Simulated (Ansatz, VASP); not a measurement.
One calculation of Cd, two programs

INCAR

```
SYSTEM = Cd
  PREC = Accurate
  ENCUT = 520
  EDIFF = 1E-6
  ISMEAR = -1
  SIGMA = 0.1
  LREAL = .False.
  LASPH = .True.
  NELM = 60
  ALGO = Normal
  ISIF = 2
  LWAVE = .False.
  LCHARG = .True.
  GGA = B5
  ALDAX = 1.0
  AGGAX = 1.0
  AGGAC = 1.0
  ALDAC = 0.0
  LELF = .True.
  LVHAR = .True.
  NBANDS = 12
```

File KPOINTS:

```
regular mesh
0
Gamma
  13 13 13
  0 0 0
```

The input POSCAR:

```
Cd
1.0
   -1.8716528688      1.8716528688      1.8716528688
    1.8716528688     -1.8716528688      1.8716528688
    1.8716528688      1.8716528688     -1.8716528688
Cd
1
Direct
    0.0000000000      0.0000000000      0.0000000000
```

Input for Ansatz:

```yaml
crystal:
  lattice:
    - [-1.8716528688, 1.8716528688, 1.8716528688]
    - [1.8716528688, -1.8716528688, 1.8716528688]
    - [1.8716528688, 1.8716528688, -1.8716528688]
  atoms:
    - { symbol: Cd, position: [0.0, 0.0, 0.0] }
hamiltonian:
  xc: blyp
  pseudopotentials:
    kind: paw
    azcp:
      Cd: "pseudopotentials/Cd.paw.azcp"
basis:
  ecutwfc: 420
  fft_grid_basis: typed
kpoints:
  mp_grid: { grid: [13, 13, 13], shift: [0, 0, 0] }
magnetization:
  spin_polarized: false
scf:
  occupations: { method: fermi_dirac, width: 0.1 }
  lower_state_search: "off"
output:
  stress: true
```

Alike in both runs: task single point; functional BLYP; k mesh 13 × 13 × 13; occupations fermi-dirac, width 0.1 eV; no spin polarisation.

```csv
,VASP,Ansatz
version,VASP 6.6.1,Ansatz 0.2.0
potentials or method,"VASP PAW PBE potentials, release 64 (Cd), cutoff 520 eV","plane waves (420 eV) with PAW, scalar-relativistic"
valence electrons in the cell,12,20
```

```csv
,VASP,Ansatz,Ansatz less VASP
pressure (GPa),1.2,1.1,-0.10
```

VASP's potentials were made for PBE, not for BLYP. The functional is the same, so the differences come from potentials, cutoffs and numerics. VASP's potentials hold 12 valence electrons a cell and Ansatz's 20, so a difference there can come from the potentials and not from the codes.
